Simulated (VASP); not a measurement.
# CaF2 (Fm-3m) in VASP: further runs

CaF2 is run at these levels: LDA; tasks: single point.

Everything below comes from runs of VASP 6.6.1. Logs are shortened: lines on timing, memory, paths and dates and some standing lists are left out, and cuts for length are marked.

**1. The cell of the first run**

Symmetry: Fm-3m, No. 225, cubic system. Conventional cell: a = 5.127 Å, b = 5.127 Å, c = 5.127 Å, α = 90.00°, β = 90.00°, γ = 90.00°. Ca (site symmetry m-3m) has 8 F at 2.22 Å within 2.9 Å. Within 2.9 Å of F (site symmetry -43m) lie 4 Ca at 2.22 Å and 6 F at 2.56 Å.

**2. Single point, LDA**

INCAR

```
ALGO = Normal
EDIFF = 1E-6
ENCUT = 600
GGA = CA
GGA_COMPAT = F
ISIF = 2
ISMEAR = 0
LASPH = T
LCHARG = T
LELF = T
LREAL = F
LVHAR = T
LWAVE = F
NBANDS = 19
NELM = 120
PREC = Accurate
SIGMA = 0.01
```

KPOINTS

```
k-points
0
Gamma
  6 6 6
```

POSCAR

```
CaF2
1.0
    0.0000000000      2.5635298856      2.5635298856
    2.5635298856      0.0000000000      2.5635298856
    2.5635298856      2.5635298856      0.0000000000
Ca F
1 2
Direct
    0.0000000000      0.0000000000      0.0000000000
    0.2500000000      0.2500000000      0.2500000000
    0.7500000000      0.7500000000      0.7500000000
```

Potentials or basis: VASP PAW LDA potentials, release 64 (Ca_sv, F).

Run with:

```bash
cat potpaw_LDA.64/Ca_sv/POTCAR potpaw_LDA.64/F/POTCAR > POTCAR
mpirun -np 1 vasp_std > vasp.out
```

OUTCAR:

```text
EDIFF = 1E-6
   ENCUT = 600
   GGA = CA
   ISIF = 2
   ISMEAR = 0
   LASPH = T
   LREAL = F
   NELM = 120
   PREC = Accurate

 ion  position               nearest neighbor table
   1  0.000  0.000  0.000-   2 2.22   3 2.22   3 2.22   3 2.22   3 2.22   2 2.22   2 2.22   2 2.22

   2  0.250  0.250  0.250-   1 2.22   1 2.22   1 2.22   1 2.22
   3  0.750  0.750  0.750-   1 2.22   1 2.22   1 2.22   1 2.22

  LATTYP: Found a face centered cubic cell.
 ALAT       =     5.1270597712

  Lattice vectors:

 A1 = (   0.0000000000,   2.5635298856,   2.5635298856)
 A2 = (   2.5635298856,   0.0000000000,   2.5635298856)
 A3 = (   2.5635298856,   2.5635298856,   0.0000000000)

Analysis of symmetry for initial positions (statically):
=====================================================================
 Subroutine PRICEL returns:
 Original cell was already a primitive cell.

 Routine SETGRP: Setting up the symmetry group for a
 face centered cubic supercell.

 Subroutine GETGRP returns: Found 48 space group operations
 (whereof 48 operations were pure point group operations)
 out of a pool of 48 trial point group operations.

The static configuration has the point symmetry O_h .

Analysis of symmetry for dynamics (positions and initial velocities):
=====================================================================
 Subroutine PRICEL returns:
 Original cell was already a primitive cell.

 Routine SETGRP: Setting up the symmetry group for a
 face centered cubic supercell.

 Subroutine GETGRP returns: Found 48 space group operations
 (whereof 48 operations were pure point group operations)
 out of a pool of 48 trial point group operations.

The dynamic configuration has the point symmetry O_h .

 Subroutine INISYM returns: Found 48 space group operations
 (whereof 48 operations are pure point group operations),
 and found     1 'primitive' translations

----------------------------------------------------------------------------------------

                                     Primitive cell

  volume of cell :      33.6934

  direct lattice vectors                    reciprocal lattice vectors
     0.000000000  2.563529886  2.563529886    -0.195043562  0.195043562  0.195043562
     2.563529886  0.000000000  2.563529886     0.195043562 -0.195043562  0.195043562
     2.563529886  2.563529886  0.000000000     0.195043562  0.195043562 -0.195043562

  length of vectors
     3.625378732  3.625378732  3.625378732     0.337825359  0.337825359  0.337825359

  position of ions in fractional coordinates (direct lattice)
     0.000000000  0.000000000  0.000000000
     0.250000000  0.250000000  0.250000000
     0.750000000  0.750000000  0.750000000

  ion indices of the primitive-cell ions
   primitive index   ion index
                 1           1
                 2           2
                 3           3

----------------------------------------------------------------------------------------

 KPOINTS: k-points

Automatic generation of k-mesh.
 Grid dimensions read from file:
 generate k-points for:    6    6    6

 Generating k-lattice:

  Cartesian coordinates                     Fractional coordinates (reciprocal lattice)
    -0.032507260  0.032507260  0.032507260     0.166666667  0.000000000  0.000000000
     0.032507260 -0.032507260  0.032507260     0.000000000  0.166666667  0.000000000
     0.032507260  0.032507260 -0.032507260     0.000000000  0.000000000  0.166666667

  Length of vectors
     0.056304226  0.056304226  0.056304226

  Shift w.r.t. Gamma in fractional coordinates (k-lattice)
     0.000000000  0.000000000  0.000000000

 Subroutine IBZKPT returns following result:
 ===========================================

 Found     16 irreducible k-points:

 Following reciprocal coordinates:
            Coordinates               Weight
  0.000000  0.000000  0.000000      1.000000
  0.166667  0.000000  0.000000      8.000000
  0.333333  0.000000  0.000000      8.000000
  0.500000  0.000000  0.000000      4.000000
  0.166667  0.166667  0.000000      6.000000
  0.333333  0.166667  0.000000     24.000000
[... 8 lines left out ...]
 -0.333333  0.333333  0.166667     24.000000
 -0.333333  0.500000  0.166667     12.000000
   k-points           NKPTS =     16   k-points in BZ     NKDIM =     16   number of bands    NBANDS=     19
   number of dos      NEDOS =    301   number of ions     NIONS =      3
   total plane-waves  NPLWV =  27000
   dimension x,y,z NGX =    30 NGY =   30 NGZ =   30
   dimension x,y,z NGXF=    60 NGYF=   60 NGZF=   60
   ions per type =               1   2
   NGX,Y,Z   is equivalent  to a cutoff of  13.76, 13.76, 13.76 a.u.
   NGXF,Y,Z  is equivalent  to a cutoff of  27.51, 27.51, 27.51 a.u.
 SYSTEM =  unknown system
   PREC   = accura    normal or accurate (medium, high low for compatibility)
   ISTART =      0    job   : 0-new  1-cont  2-samecut
   ICHARG =      2    charge: 1-file 2-atom 10-const
   ISPIN  =      1    spin polarized calculation?
   LNONCOLLINEAR =      F non collinear calculations
   LSORBIT =      F    spin-orbit coupling
   LASPH  =      T    aspherical Exc in radial PAW
   ENCUT  =  600.0 eV  44.10 Ry    6.64 a.u.   7.24  7.24  7.24*2*pi/ulx,y,z
   NELM   =    120;   NELMIN=  2; NELMDL= -5     # of ELM steps
   EDIFF  = 0.1E-05   stopping-criterion for ELM
   LREAL  =      F    real-space projection
   EDIFFG = 0.1E-04   stopping-criterion for IOM
   NSW    =      0    number of steps for IOM
   IBRION =     -1    ionic relax: 0-MD 1-quasi-New 2-CG
   NFREE  =      0    steps in history (QN), initial steepest desc. (CG)
   ISIF   =      2    stress and relaxation
   ISYM   =      2    0-nonsym 1-usesym 2-fastsym
   POTIM  = 0.5000    time-step for ionic-motion
   TEBEG  =    0.0;   TEEND  =   0.0 temperature during run
   PSTRESS=    0.0 pullay stress
   NELECT =      24.0000    total number of electrons
   NUPDOWN=      -1.0000    fix difference up-down
   EMIN   =  10.00;   EMAX   =-10.00  energy-range for DOS
   EFERMI =   0.00;   METHOD = LEGACY
   ISMEAR =     0;   SIGMA  =   0.01  broadening in eV -4-tet -1-fermi 0-gaus
   EFERMI_NEDOS =   21; number of points for ismear=-14 and -15
   IALGO  =     38    algorithm
   IMIX   =      4    mixing-type and parameters
     AMIX     =   0.40;   BMIX     =  1.00
     AMIX_MAG =   1.60;   BMIX_MAG =  1.00
  volume/ion in A,a.u.               =      11.23        75.79
  Fermi-wavevector in a.u.,A,eV,Ry     =   1.462054  2.762882 29.083855  2.137603
  Thomas-Fermi vector in A             =   2.578313
   LORBIT       =      0    0 simple, 1 ext, 2 COOP (PROOUT), +10 PAW based schemes
   GGA     = CA    functional components
   LHFCALC =     F    Hartree Fock is set to
   AEXX    =    0.0000 exact exchange contribution
   IVDW    =     0    specifies the selected vdW correction
   LEPSILON=     F    determine dielectric tensor
   LRPA    =     F    only Hartree local field effects (RPA)
 non-spin polarized calculation
 Gauss-broadening in eV      SIGMA  =   0.01
  energy-cutoff  :      600.00
  volume of cell :       33.69
 maximum number of plane-waves:      1158
 NGX is ok and might be reduce to    30
   NGX = 15   NGY = 15   NGZ = 15

 number of electron      23.9999990 magnetization

 Free energy of the ion-electron system (eV)
  ---------------------------------------------------
  ext. energy  EPLUGINS =         0.00000000
  ---------------------------------------------------
  free energy    TOTEN  =       -18.80783910 eV

  energy without entropy =      -18.80783910  energy(sigma->0) =      -18.80783910

 E-fermi :  -0.1269     XC(G=0): -11.3546

 val. band max:       -0.1989004912   @ k =   0.5000   0.5000   0.0000
 cond. band min:       7.8906405333   @ k =   0.0000   0.0000   0.0000
 fundamental gap:      8.0895410245
 Fermi energy:        -0.1269327836

 k-point     1 :       0.0000    0.0000    0.0000
  band No.  band energies     occupation
      1     -34.8288      2.00000
      2     -20.2284      2.00000
      3     -19.0930      2.00000
      4     -16.0386      2.00000
      5     -16.0386      2.00000
      6     -16.0386      2.00000
[... 11 lines left out ...]
     18      12.5664      0.00000
     19      17.9037      0.00000

 k-point     2 :       0.1667    0.0000    0.0000
  band No.  band energies     occupation
      1     -34.8028      2.00000
      2     -20.3519      2.00000
      3     -19.2182      2.00000
      4     -16.0644      2.00000
      5     -16.0644      2.00000
      6     -15.8524      2.00000
[... 11 lines left out ...]
     18      12.4497      0.00000
     19      16.8563      0.00000

 k-point     3 :       0.3333    0.0000    0.0000
  band No.  band energies     occupation
      1     -34.7502      2.00000
      2     -20.5122      2.00000
      3     -19.5613      2.00000
      4     -16.1150      2.00000
      5     -16.1150      2.00000
      6     -15.4469      2.00000
[... 11 lines left out ...]
     18      12.2258      0.00000
     19      15.5810      0.00000

 k-point     4 :       0.5000    0.0000    0.0000
  band No.  band energies     occupation
      1     -34.7236      2.00000
      2     -20.5477      2.00000
      3     -19.7739      2.00000
      4     -16.1399      2.00000
      5     -16.1399      2.00000
      6     -15.2349      2.00000
[... 231 lines left out ...]
     18      13.1579      0.00000
     19      16.9016      0.00000

 k-point    15 :      -0.3333    0.3333    0.1667
  band No.  band energies     occupation
      1     -34.6976      2.00000
      2     -20.3837      2.00000
      3     -20.2003      2.00000
      4     -16.2490      2.00000
      5     -15.6475      2.00000
      6     -15.4466      2.00000
[... 11 lines left out ...]
     18      14.2580      0.00000
     19      16.5098      0.00000

 k-point    16 :      -0.3333    0.5000    0.1667
  band No.  band energies     occupation
      1     -34.6889      2.00000
      2     -20.6016      2.00000
      3     -20.0026      2.00000
      4     -16.3024      2.00000
      5     -15.8599      2.00000
      6     -15.1887      2.00000
[... 11 lines left out ...]
     18      15.6393      0.00000
     19      16.2634      0.00000

------------------------ aborting loop because EDIFF is reached ----------------------------------------

  FORCE on cell =-STRESS in cart. coord.  units (eV):
  Direction    XX          YY          ZZ          XY          YZ          ZX
  --------------------------------------------------------------------------------------
  -------------------------------------------------------------------------------------
  Total        3.3662104      3.3662104      3.3662104      0.0000000     -0.0000000      0.0000000
  in kB      160.0687983    160.0687983    160.0687983      0.0000000     -0.0000000      0.0000000
  external PRESSURE =     160.0687983 kB  Pullay stress =       0.0000000 kB

 VOLUME and BASIS-vectors are now :
 -----------------------------------------------------------------------------
  energy-cutoff  :      600.00
  volume of cell :       33.69
      direct lattice vectors                 reciprocal lattice vectors
     0.000000000  2.563529886  2.563529886    -0.195043562  0.195043562  0.195043562
     2.563529886  0.000000000  2.563529886     0.195043562 -0.195043562  0.195043562
     2.563529886  2.563529886  0.000000000     0.195043562  0.195043562 -0.195043562

 POSITION                                       TOTAL-FORCE (eV/Angst)
 -----------------------------------------------------------------------------------
      0.00000      0.00000      0.00000        -0.000000     -0.000000     -0.000000
      1.28176      1.28176      1.28176         0.000000      0.000000      0.000000
      3.84529      3.84529      3.84529        -0.000000     -0.000000     -0.000000
 -----------------------------------------------------------------------------------
    total drift:                                0.000000     -0.000000      0.000000

  FREE ENERGIE OF THE ION-ELECTRON SYSTEM (eV)
  ---------------------------------------------------
  free  energy   TOTEN  =       -18.8078391024 eV

  energy  without entropy=      -18.8078391024  energy(sigma->0) =      -18.80783910
```

Run time: 14 s. Hardware: 1 thread of Intel Xeon 8259CL, shared host; peak memory 0.15 GiB.

Results:

* Free energy: -18.8078 eV
* Pressure: 16.0 GPa
* Band gap on the k mesh: 8.09 eV (least direct gap 8.33 eV)

Caveat: the cell stands under pressure. A k mesh can miss the band edges.

**3. Single point, LDA**

This run uses another cell than the first one, of 11.85 Å³/atom.

INCAR

```
SYSTEM = CaF2
ALGO = Normal ; EDIFF = 1E-6
ENCUT = 600 ; GGA_COMPAT = .FALSE.
ISIF = 2 ; ISMEAR = 0
LASPH = .TRUE. ; LCHARG = .FALSE.
LREAL = .FALSE. ; LWAVE = .FALSE.
NBANDS = 19 ; NELM = 120
PREC = Accurate ; SIGMA = 0.01
```

KPOINTS

```
k-points
0
G
  6 6 6
  0 0 0
```

POSCAR

```
CaF2
1.0
    0.0000000000      2.6101343488      2.6101343488
    2.6101343488      0.0000000000      2.6101343488
    2.6101343488      2.6101343488      0.0000000000
Ca F
1 2
Direct
    0.0000000000      0.0000000000      0.0000000000
    0.2500000000      0.2500000000      0.2500000000
    0.7500000000      0.7500000000      0.7500000000
```

Potentials or basis: VASP PAW LDA potentials, release 64 (Ca_sv, F).

Run with:

```bash
cat potpaw_LDA.64/Ca_sv/POTCAR potpaw_LDA.64/F/POTCAR > POTCAR
mpirun -np 1 vasp_std > vasp.out
```

It took 14 s on 1 thread of Intel Xeon 8259CL, shared host; peak memory 0.15 GiB.

It converged, with:

- Free energy: -18.9504 eV
- Pressure: 7.7 GPa
- Band gap on the k mesh: 7.74 eV (least direct gap 8.02 eV)

Levels at points of the mesh, in eV from the valence-band top:
```csv
k point,band 9,band 10,band 11,band 12,band 13,band 14,band 15,band 16
"(0.00, 0.00, 0.00)",-2.65,-0.28,-0.28,-0.28,7.74,9.51,9.51,12.30
"(0.50, 0.00, 0.00)",-1.49,-1.44,-0.93,-0.93,9.82,9.82,10.56,10.96
"(0.50, 0.50, 0.00)",-1.85,-0.47,-0.47,0.00,8.21,10.23,10.73,11.75
```

Caveat: the cell stands under pressure.

**4. Single point, LDA**

This run uses another cell than the first one, of 11.60 Å³/atom.

INCAR

```
PREC = Accurate ; ENCUT = 600
EDIFF = 1E-6 ; ISMEAR = 0
SIGMA = 0.01 ; LREAL = False
LASPH = True ; NELM = 120
ALGO = Normal ; ISIF = 2
LWAVE = False ; LCHARG = False
NBANDS = 19 ; GGA_COMPAT = False
```

KPOINTS

```
Automatic mesh
0
Gamma
  6 6 6
```

POSCAR

```
CaF2
1.0
    0.0000000000      2.5913061683      2.5913061683
    2.5913061683      0.0000000000      2.5913061683
    2.5913061683      2.5913061683      0.0000000000
Ca F
1 2
Direct
    0.0000000000      0.0000000000      0.0000000000
    0.2500000000      0.2500000000      0.2500000000
    0.7500000000      0.7500000000      0.7500000000
```

Run with:

```bash
cat potpaw_LDA.64/Ca_sv/POTCAR potpaw_LDA.64/F/POTCAR > POTCAR
mpirun -np 1 vasp_std > vasp.out
```

Run time: 14 s. Hardware: 1 thread of Intel Xeon 8259CL, shared host; peak memory 0.15 GiB.

Results (log left out):

```yaml
Free_energy: -18.9037 eV
Pressure: 10.8 GPa
Band_gap_on_the_k_mesh: 7.88 eV (least direct gap 8.16 eV)
```

Levels at points of the mesh, in eV from the valence-band top:
| k point | band 9 | band 10 | band 11 | band 12 | band 13 | band 14 | band 15 | band 16 |
| --- | --- | --- | --- | --- | --- | --- | --- | --- |
| (0.00, 0.00, 0.00) | -2.73 | -0.28 | -0.28 | -0.28 | 7.88 | 9.59 | 9.59 | 12.49 |
| (0.50, 0.00, 0.00) | -1.52 | -1.47 | -0.94 | -0.94 | 9.91 | 9.91 | 10.71 | 11.07 |
| (0.50, 0.50, 0.00) | -1.88 | -0.49 | -0.49 | 0.00 | 8.26 | 10.36 | 10.84 | 11.90 |

Caveat: the cell stands under pressure. A k mesh can miss the band edges.

**5. The runs side by side**

| cell | gap on the mesh (eV) | pressure (GPa) |
| --- | --- | --- |
| a = 3.625 Å, angles 60.0°, 3 atoms | 8.09 | 16.0 |
| a = 3.691 Å, angles 60.0°, 3 atoms | 7.74 | 7.7 |
| a = 3.665 Å, angles 60.0°, 3 atoms | 7.88 | 10.8 |

Alike in all rows: task single point; level LDA; potentials or basis VASP PAW LDA potentials, release 64 (Ca_sv, F); no spin polarisation; k mesh 6 × 6 × 6; cutoff (eV) 600; smearing gaussian 0.01 eV.

Caveats: the cell stands under pressure.

Total energies depend on the potentials used, so only differences within one code and one set of settings carry meaning.
